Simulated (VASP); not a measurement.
Wanted: the native input for a VASP 6.6.1 run.

```
Task                   : single point
Functional             : PBE
Potentials or basis    : VASP PAW PBE potentials, release 64 (Al, Ga_d, Sb)
Cutoff                 : 520 eV
k mesh                 : 6 × 6 × 8
Occupations            : gaussian, width 0.1 eV
Spin                   : no spin polarisation
Dipole correction      : no
Further INCAR settings : ALGO = Normal; EDIFF = 1e-06; NBANDS = 26
```

The structure of Al2GaSb3 lies in POSCAR:

```
Al2GaSb3
1.0
    4.1753628077     -4.9423471332      0.0000000000
    4.1753628077      4.9423471332      0.0000000000
    0.0000000000      0.0000000000      5.3138851556
Al Ga Sb
2 1 3
Direct
    0.1984758044      0.1984758044      0.5000000000
    0.8015241956      0.8015241956      0.5000000000
    0.5000000000      0.5000000000      0.5000000000
    0.7914586295      0.2085413705      0.5000000000
    0.2085413705      0.7914586295      0.5000000000
    0.5000000000      0.5000000000      0.0000000000
```

The cell was built from a structure type or drawn by symmetry, and may not be a known phase.

These files were run (other wordings do the same):

INCAR

```
PREC = Accurate
ENCUT = 520
EDIFF = 1E-6
ISMEAR = 0
SIGMA = 0.1
LREAL = False
LASPH = True
NELM = 100
ALGO = Normal
ISIF = 2
LWAVE = False
LCHARG = False
GGA = PE
NBANDS = 26
```

KPOINTS

```
Automatic mesh
0
Gamma
  6 6 8
```

Potentials or basis: VASP PAW PBE potentials, release 64 (Al, Ga_d, Sb).

Run with:

```bash
$ cat potpaw_PBE.64/Al/POTCAR potpaw_PBE.64/Ga_d/POTCAR potpaw_PBE.64/Sb/POTCAR > POTCAR
$ mpirun -np 1 vasp_std > vasp.out
```

Results of the run:

| Property | Result |
| --- | --- |
| Pressure | 0.0 GPa |
| Largest force | 0.041 eV/Å |
| Band gap on the k mesh | zero (bands 17 and 18 overlap by 0.66 eV) |

Caveat: semilocal functionals underestimate gaps, so a narrow gap can read as zero; spin-orbit coupling is left out, which moves the levels of the heavy elements.

It took 7.2 min on 1 thread of Intel(R) Xeon(R) Platinum 8259CL CPU @ 2.50GHz (Skylake/Cascade Lake), with other jobs on the host, peak memory 0.53 GiB.
